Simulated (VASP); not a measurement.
W: single point with LDA

W:

```
W
1.0
     0.00000   -1.98648   -1.98648
     0.00000    1.98648   -1.98648
     3.97296    0.00000    0.00000
W
2
Direct
  0.55084 0.44916 0.50000
  0.94916 0.05084 0.00000
```

This cell differs from its parent crystal: atoms displaced along a vibrational mode.

| Quantity | Value |
| --- | --- |
| Program | VASP 6.6.1 |
| Task | single point |
| Functional | LDA |
| Potentials or basis | VASP PAW LDA potentials, release 64 (W_sv) |
| Cutoff | 500 eV |
| k mesh | 16 × 16 × 12 |
| Occupations | gaussian, width 0.15 eV |
| Spin | no spin polarisation |
| Dipole correction | no |
| Further INCAR settings | ALGO = Normal; EDIFF = 1e-06; NBANDS = 21 |

The pressure is 11.5 GPa. The largest force is 1.689 eV/Å. The band gap on the k mesh is zero (bands 14 and 15 overlap by 3.94 eV).

Forces in eV/Å, atoms in the order of the input:
```
W    0.000  1.689  0.000
W    0.000 -1.689  0.000
```

Stress tensor (GPa, compression positive):
```
19.56  0.00  0.00
 0.00  2.47  0.00
 0.00  0.00 12.51
```

Levels at points of the mesh, in eV from the Fermi level:
```tsv
k point	band 12	band 13	band 14	band 15	band 16	band 17
(0.00, 0.00, 0.00)	-1.32	-0.78	-0.18	1.91	3.19	3.51
(0.50, 0.00, 0.00)	-2.78	-1.50	-1.47	0.87	1.42	1.74
(0.50, 0.50, 0.00)	-4.46	2.07	3.39	4.50	5.04	5.75
(0.00, 0.00, 0.50)	-3.65	-0.78	-0.78	2.08	2.08	2.44
(0.50, 0.00, 0.50)	-1.57	-0.46	-0.46	0.99	0.99	4.31
(0.50, 0.50, 0.50)	-2.17	-1.98	-1.98	2.04	2.04	6.06
```

Wall time 3.8 min on 1 thread of Intel Xeon 8259CL (shared host), peak memory 0.33 GiB.

Caveat: the cell differs from its parent crystal (atoms displaced along a vibrational mode); the cell stands under pressure; spin-orbit coupling is left out, which moves the levels of the heavy elements; forces of over 1 eV/Å act on the atoms, so gaps and moduli don't describe the material at rest.
